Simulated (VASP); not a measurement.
Set up this calculation in VASP 6.6.1, as the native input.

- Task: single point
- Functional: LDA
- Potentials or basis: VASP PAW LDA potentials, release 64 (Al, Cu)
- Cutoff: 520 eV
- k mesh: 14 × 14 × 14
- Occupations: gaussian, width 0.1 eV
- Spin: no spin polarisation
- Dipole correction: no
- Further INCAR settings: ALGO = Fast; EDIFF = 1e-07; NBANDS = 26

The structure of Al2Cu lies in POSCAR:

```
Al2Cu
1.0
   -2.9695371026      2.9695371026      2.3879777369
    2.9695371026     -2.9695371026      2.3879777369
    2.9695371026      2.9695371026     -2.3879777369
Al Cu
4 2
Direct
    0.3406341230      0.1593658770      0.5000000000
    0.1593658770      0.6593658770      0.8187317541
    0.8406341230      0.3406341230      0.1812682459
    0.6593658770      0.8406341230      0.5000000000
    0.7500000000      0.7500000000      0.0000000000
    0.2500000000      0.2500000000      0.0000000000
```

These files were run (other wordings do the same):

INCAR

```
SYSTEM = Al2Cu
  ALGO = Fast
  EDIFF = 1E-7
  ENCUT = 520
  GGA = CA
  ISIF = 2
  ISMEAR = 0
  LASPH = .True.
  LCHARG = .True.
  LELF = .True.
  LREAL = .False.
  LVHAR = .True.
  LWAVE = .False.
  NBANDS = 26
  NELM = 100
  PREC = Accurate
  SIGMA = 0.1
```

KPOINTS

```
k-points
0
Gamma
  14 14 14
  0 0 0
```

Potentials or basis: VASP PAW LDA potentials, release 64 (Al, Cu).

Run with:

```console
$ cat potpaw_LDA.64/Al/POTCAR potpaw_LDA.64/Cu/POTCAR > POTCAR
$ mpirun -np 1 vasp_std > vasp.out
```

Results of the run:

```
Pressure               : 0.3 GPa
Largest force          : 0.003 eV/Å
Band gap on the k mesh : zero (bands 17 and 18 overlap by 4.30 eV)
```

Wall time 5.5 min on 1 thread of Intel(R) Xeon(R) 6975P-C (Granite Rapids), with other jobs on the host, peak memory 0.5 GiB.
